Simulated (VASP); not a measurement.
# Sr (P6_3/mmc) in VASP: notebook

Sr is run at these levels: PBEsol; tasks: single point.

All numbers are computed with VASP 6.6.1; they aren't measurements. Logs are shortened: lines on timing, memory, paths and dates and some standing lists are left out, and cuts for length are marked.

## 1. The cell of the first run

Symmetry: P6_3/mmc, No. 194, hexagonal system. The conventional cell has a = 4.310 Å, b = 4.310 Å, c = 7.050 Å, α = 90.00°, β = 90.00°, γ = 120.00°. Within 5.7 Å of Sr (site symmetry -6m2) lie 12 Sr at 4.31 Å.

## 2. Single point, PBEsol

File INCAR:

```
SYSTEM = Sr
PREC = Accurate
ENCUT = 520
EDIFF = 1E-6
ISMEAR = 0
SIGMA = 0.15
LREAL = .FALSE.
LASPH = .TRUE.
NELM = 100
ALGO = Fast
ISIF = 2
LWAVE = .FALSE.
LCHARG = .FALSE.
GGA = PS
NBANDS = 17
```

File KPOINTS:

```
Automatic mesh
0
G
  12 12 8
  0 0 0
```

File POSCAR:

```
Sr
1.0
    4.3100002207      0.0000000000      0.0000000000
   -2.1550001104      3.7325696814      0.0000000000
    0.0000000000      0.0000000000      7.0500000000
Sr
2
Direct
    0.3333333333      0.6666666667      0.2500000000
    0.6666666667      0.3333333333      0.7500000000
```

Potentials or basis: VASP PAW PBE potentials, release 64 (Sr_sv).

Started as:

```bash
cat potpaw_PBE.64/Sr_sv/POTCAR > POTCAR
mpirun -np 1 vasp_std > vasp.out
```

OUTCAR:

```text
SYSTEM = Sr
   PREC = Accurate
   ENCUT = 520
   EDIFF = 1E-6
   ISMEAR = 0
   LREAL = .FALSE.
   LASPH = .TRUE.
   NELM = 100
   ISIF = 2
   GGA = PS

 ion  position               nearest neighbor table
   1  0.333  0.667  0.250-   2 4.31   2 4.31   2 4.31   2 4.31   2 4.31   2 4.31
   2  0.667  0.333  0.750-   1 4.31   1 4.31   1 4.31   1 4.31   1 4.31   1 4.31

  LATTYP: Found a hexagonal cell.
 ALAT       =     4.3100002207
 C/A-ratio  =     1.6357307747

  Lattice vectors:

 A1 = (   4.3100002207,   0.0000000000,   0.0000000000)
 A2 = (  -2.1550001104,   3.7325696814,   0.0000000000)
 A3 = (   0.0000000000,   0.0000000000,   7.0500000000)

Analysis of symmetry for initial positions (statically):
=====================================================================
 Subroutine PRICEL returns:
 Original cell was already a primitive cell.

 Routine SETGRP: Setting up the symmetry group for a
 hexagonal supercell.

 Subroutine GETGRP returns: Found 24 space group operations
 (whereof 12 operations were pure point group operations)
 out of a pool of 24 trial point group operations.

The static configuration has the point symmetry D_3d.
 The point group associated with its full space group is D_6h.

Analysis of symmetry for dynamics (positions and initial velocities):
=====================================================================
 Subroutine PRICEL returns:
 Original cell was already a primitive cell.

 Routine SETGRP: Setting up the symmetry group for a
 hexagonal supercell.

 Subroutine GETGRP returns: Found 24 space group operations
 (whereof 12 operations were pure point group operations)
 out of a pool of 24 trial point group operations.

The dynamic configuration has the point symmetry D_3d.
 The point group associated with its full space group is D_6h.

 Subroutine INISYM returns: Found 24 space group operations
 (whereof 12 operations are pure point group operations),
 and found     1 'primitive' translations

----------------------------------------------------------------------------------------

                                     Primitive cell

  volume of cell :     113.4160

  direct lattice vectors                    reciprocal lattice vectors
     4.310000221  0.000000000  0.000000000     0.232018550  0.133955972  0.000000000
    -2.155000110  3.732569681  0.000000000     0.000000000  0.267911944  0.000000000
     0.000000000  0.000000000  7.050000000     0.000000000  0.000000000  0.141843972

  length of vectors
     4.310000221  4.310000221  7.050000000     0.267911944  0.267911944  0.141843972

  position of ions in fractional coordinates (direct lattice)
     0.333333333  0.666666667  0.250000000
     0.666666667  0.333333333  0.750000000

  ion indices of the primitive-cell ions
   primitive index   ion index
                 1           1
                 2           2

----------------------------------------------------------------------------------------

 KPOINTS: Automatic mesh

Automatic generation of k-mesh.
 Grid dimensions read from file:
 generate k-points for:   12   12    8

 Generating k-lattice:

  Cartesian coordinates                     Fractional coordinates (reciprocal lattice)
     0.019334879  0.011162998  0.000000000     0.083333333  0.000000000  0.000000000
     0.000000000  0.022325995  0.000000000     0.000000000  0.083333333  0.000000000
     0.000000000  0.000000000  0.017730496     0.000000000  0.000000000  0.125000000

  Length of vectors
     0.022325995  0.022325995  0.017730496

  Shift w.r.t. Gamma in fractional coordinates (k-lattice)
     0.000000000  0.000000000  0.000000000

 Subroutine IBZKPT returns following result:
 ===========================================

 Found     95 irreducible k-points:

 Following reciprocal coordinates:
            Coordinates               Weight
  0.000000  0.000000  0.000000      1.000000
  0.083333  0.000000  0.000000      6.000000
  0.166667 -0.000000  0.000000      6.000000
  0.250000  0.000000  0.000000      6.000000
  0.333333 -0.000000  0.000000      6.000000
  0.416667 -0.000000  0.000000      6.000000
[... 16 lines left out ...]
  0.250000  0.000000  0.125000     12.000000
  0.333333 -0.000000  0.125000     12.000000
 [... further k-points ...]
   k-points           NKPTS =     95   k-points in BZ     NKDIM =     95   number of bands    NBANDS=     17
   number of dos      NEDOS =    301   number of ions     NIONS =      2
   total plane-waves  NPLWV =  55296
   dimension x,y,z NGX =    32 NGY =   32 NGZ =   54
   dimension x,y,z NGXF=    64 NGYF=   64 NGZF=  108
   ions per type =               2
   NGX,Y,Z   is equivalent  to a cutoff of  12.34, 12.34, 12.73 a.u.
   NGXF,Y,Z  is equivalent  to a cutoff of  24.69, 24.69, 25.47 a.u.
 SYSTEM =  Sr
   PREC   = accura    normal or accurate (medium, high low for compatibility)
   ISTART =      0    job   : 0-new  1-cont  2-samecut
   ICHARG =      2    charge: 1-file 2-atom 10-const
   ISPIN  =      1    spin polarized calculation?
   LNONCOLLINEAR =      F non collinear calculations
   LSORBIT =      F    spin-orbit coupling
   LASPH  =      T    aspherical Exc in radial PAW
   ENCUT  =  520.0 eV  38.22 Ry    6.18 a.u.   8.01  8.01 13.11*2*pi/ulx,y,z
   NELM   =    100;   NELMIN=  2; NELMDL= -5     # of ELM steps
   EDIFF  = 0.1E-05   stopping-criterion for ELM
   LREAL  =      F    real-space projection
   EDIFFG = 0.1E-04   stopping-criterion for IOM
   NSW    =      0    number of steps for IOM
   IBRION =     -1    ionic relax: 0-MD 1-quasi-New 2-CG
   NFREE  =      0    steps in history (QN), initial steepest desc. (CG)
   ISIF   =      2    stress and relaxation
   ISYM   =      2    0-nonsym 1-usesym 2-fastsym
   POTIM  = 0.5000    time-step for ionic-motion
   TEBEG  =    0.0;   TEEND  =   0.0 temperature during run
   PSTRESS=    0.0 pullay stress
   NELECT =      20.0000    total number of electrons
   NUPDOWN=      -1.0000    fix difference up-down
   EMIN   =  10.00;   EMAX   =-10.00  energy-range for DOS
   EFERMI =   0.00;   METHOD = LEGACY
   ISMEAR =     0;   SIGMA  =   0.15  broadening in eV -4-tet -1-fermi 0-gaus
   EFERMI_NEDOS =   21; number of points for ismear=-14 and -15
   IALGO  =     68    algorithm
   IMIX   =      4    mixing-type and parameters
     AMIX     =   0.40;   BMIX     =  1.00
     AMIX_MAG =   1.60;   BMIX_MAG =  1.00
  volume/ion in A,a.u.               =      56.71       382.68
  Fermi-wavevector in a.u.,A,eV,Ry     =   0.918037  1.734838 11.466873  0.842791
  Thomas-Fermi vector in A             =   2.043073
   LORBIT       =      0    0 simple, 1 ext, 2 COOP (PROOUT), +10 PAW based schemes
   GGA     = PS    functional components
   LHFCALC =     F    Hartree Fock is set to
   AEXX    =    0.0000 exact exchange contribution
   IVDW    =     0    specifies the selected vdW correction
   LEPSILON=     F    determine dielectric tensor
   LRPA    =     F    only Hartree local field effects (RPA)
 non-spin polarized calculation
 RMM-DIIS sequential band-by-band and
 Gauss-broadening in eV      SIGMA  =   0.15
  energy-cutoff  :      520.00
  volume of cell :      113.42
 maximum number of plane-waves:      3090
   NGX = 17   NGY = 17   NGZ = 27

 number of electron      20.0000000 magnetization

 Free energy of the ion-electron system (eV)
  ---------------------------------------------------
  ext. energy  EPLUGINS =         0.00000000
  ---------------------------------------------------
  free energy    TOTEN  =        -3.66029070 eV

  energy without entropy =       -3.63280357  energy(sigma->0) =       -3.64654713

 E-fermi :   1.4120     XC(G=0):  -7.3374

 val. band max:        1.4093209239   @ k =   0.0833   0.0833   0.0000
 cond. band min:       1.4194683438   @ k =   0.0833   0.0000   0.0000
 fundamental gap:      0.0101474200
 Fermi energy:         1.4120324149

 k-point     1 :       0.0000    0.0000    0.0000
  band No.  band energies     occupation
      1     -35.2013      2.00000
      2     -35.1892      2.00000
      3     -17.2821      2.00000
      4     -17.1328      2.00000
      5     -17.1328      2.00000
      6     -17.1084      2.00000
[... 9 lines left out ...]
     16       4.0508      0.00000
     17       4.5564      0.00000

 k-point     2 :       0.0833    0.0000    0.0000
  band No.  band energies     occupation
      1     -35.2006      2.00000
      2     -35.1889      2.00000
      3     -17.2781      2.00000
      4     -17.1419      2.00000
      5     -17.1357      2.00000
      6     -17.1179      2.00000
[... 9 lines left out ...]
     16       4.1443      0.00000
     17       4.4165      0.00000

 k-point     3 :       0.1667   -0.0000    0.0000
  band No.  band energies     occupation
      1     -35.1985      2.00000
      2     -35.1879      2.00000
      3     -17.2670      2.00000
      4     -17.1668      2.00000
      5     -17.1434      2.00000
      6     -17.1434      2.00000
[... 9 lines left out ...]
     16       4.1150      0.00000
     17       4.2154      0.00000

 k-point     4 :       0.2500    0.0000    0.0000
  band No.  band energies     occupation
      1     -35.1957      2.00000
      2     -35.1867      2.00000
      3     -17.2502      2.00000
      4     -17.2010      2.00000
      5     -17.1773      2.00000
      6     -17.1536      2.00000
[... 9 lines left out ...]
     16       4.4297      0.00000
     17       4.4348      0.00000
[... 343 lines left out ...]
      1     -35.1981      2.00000
      2     -35.1883      2.00000
      3     -17.2621      2.00000
      4     -17.1651      2.00000
      5     -17.1472      2.00000
      6     -17.1423      2.00000
[... 9 lines left out ...]
     16       4.2149      0.00000
     17       4.3670      0.00000

 k-point    23 :       0.2500    0.0000    0.1250
  band No.  band energies     occupation
      1     -35.1953      2.00000
      2     -35.1871      2.00000
      3     -17.2488      2.00000
      4     -17.1972      2.00000
      5     -17.1807      2.00000
      6     -17.1524      2.00000
[... 9 lines left out ...]
     16       4.4360      0.00000
     17       4.5060      0.00000

 k-point    24 :       0.3333   -0.0000    0.1250
  band No.  band energies     occupation
      1     -35.1924      2.00000
      2     -35.1860      2.00000
      3     -17.2465      2.00000
      4     -17.2192      2.00000
      5     -17.2099      2.00000
      6     -17.1622      2.00000
[... 9 lines left out ...]
     16       4.8419      0.00000
     17       4.9544      0.00000

 [... further k-points ...]
[... 5 lines left out ...]
  --------------------------------------------------------------------------------------
  -------------------------------------------------------------------------------------
  Total       -0.6089835     -0.6089835     -0.5790657      0.0000000      0.0000000      0.0000000
  in kB       -8.6028389     -8.6028389     -8.1802032      0.0000000      0.0000000      0.0000000
  external PRESSURE =      -8.4619603 kB  Pullay stress =       0.0000000 kB

 VOLUME and BASIS-vectors are now :
 -----------------------------------------------------------------------------
  energy-cutoff  :      520.00
  volume of cell :      113.42
      direct lattice vectors                 reciprocal lattice vectors
     4.310000221  0.000000000  0.000000000     0.232018550  0.133955972  0.000000000
    -2.155000110  3.732569681  0.000000000     0.000000000  0.267911944  0.000000000
     0.000000000  0.000000000  7.050000000     0.000000000  0.000000000  0.141843972

 POSITION                                       TOTAL-FORCE (eV/Angst)
 -----------------------------------------------------------------------------------
     -0.00000      2.48838      1.76250         0.000000      0.000000      0.000000
      2.15500      1.24419      5.28750        -0.000000      0.000000      0.000000
 -----------------------------------------------------------------------------------
    total drift:                               -0.000000      0.000000     -0.000000

  FREE ENERGIE OF THE ION-ELECTRON SYSTEM (eV)
  ---------------------------------------------------
  free  energy   TOTEN  =        -3.6602906973 eV

  energy  without entropy=       -3.6328035724  energy(sigma->0) =       -3.64654713
```

It took 86 s on 1 thread of Intel Xeon Platinum 8488C (Sapphire Rapids), shared host; peak memory 0.32 GiB.

Results:

* Free energy: -3.6603 eV
* Pressure: -0.8 GPa
* Band gap on the k mesh: zero (band 10 reaches 1.59 eV, above the bottom of band 11 at 1.30 eV)

Levels at points of the mesh, in eV from the Fermi level:
```
           k point  band 6  band 7  band 8  band 9  band 10  band 11  band 12  band 13  band 14  band 15
(0.00, 0.00, 0.00)  -18.52  -18.52  -18.52   -3.63    -1.15     0.01     2.24     2.25     2.25     2.64
(0.50, 0.00, 0.00)  -18.59  -18.56  -18.55   -1.14    -0.56     0.08     0.24     1.26     1.82     2.15
(0.00, 0.00, 0.50)  -18.53  -18.53  -18.53   -2.71    -2.71     1.24     1.24     2.24     2.24     2.24
(0.50, 0.00, 0.50)  -18.57  -18.57  -18.57   -0.81    -0.81     0.21     0.21     1.30     1.30     2.91
```

Caveat: the PAW data sets were made with another functional, which shifts forces and pressure a little.

[end of part 1 of 2]
